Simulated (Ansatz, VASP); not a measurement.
**Two plane-wave programs on Fe**

```
CELL_PARAMETERS angstrom
0.00000 1.94174 1.96511
1.49844 0.00000 1.96511
1.49844 1.94174 0.00000
ATOMIC_POSITIONS crystal
Fe 0.00000 0.00000 0.00000
```

Alike in both runs: task relaxation of cell and atoms; functional PBEsol; dispersion D4; k mesh 13 × 13 × 13; occupations fermi-dirac, width 0.05 eV; collinear spin.

```csv
,VASP,Ansatz
version,VASP 6.6.1,Ansatz 0.2.0
potentials or method,"VASP PAW PBE potentials, release 64 (Fe)",Ansatz PAW
plane-wave cutoff (eV),600,420
valence electrons in the cell,8,16
```

```tsv
	VASP	Ansatz	Ansatz less VASP
gap on the k mesh at the Fermi level, each at its own relaxed structure (eV)	none	none	-
net moment per atom (μB)	2.05	2.04	-0.011
size of the moment on the site where the two differ most (μB)	2.03	2.06	+0.035
relaxed volume (Å³/atom)	10.65	10.66	+0.008
relaxed length of the cell vector where the two differ most in proportion (Å)	2.771	2.772	+0.0016
```

VASP's potentials were made for PBE, not for PBEsol. Site moments also hang on the region over which each program counts them. A gap of «none» marks a metal or a gap that the smearing closes. VASP's potentials hold 8 valence electrons a cell and Ansatz's 16, so a difference there can come from the potentials and not from the codes.

Noted on Ansatz's run: the plane-wave basis is chosen anew once the cell has moved, so the energies of steps on either side of that aren't comparable.
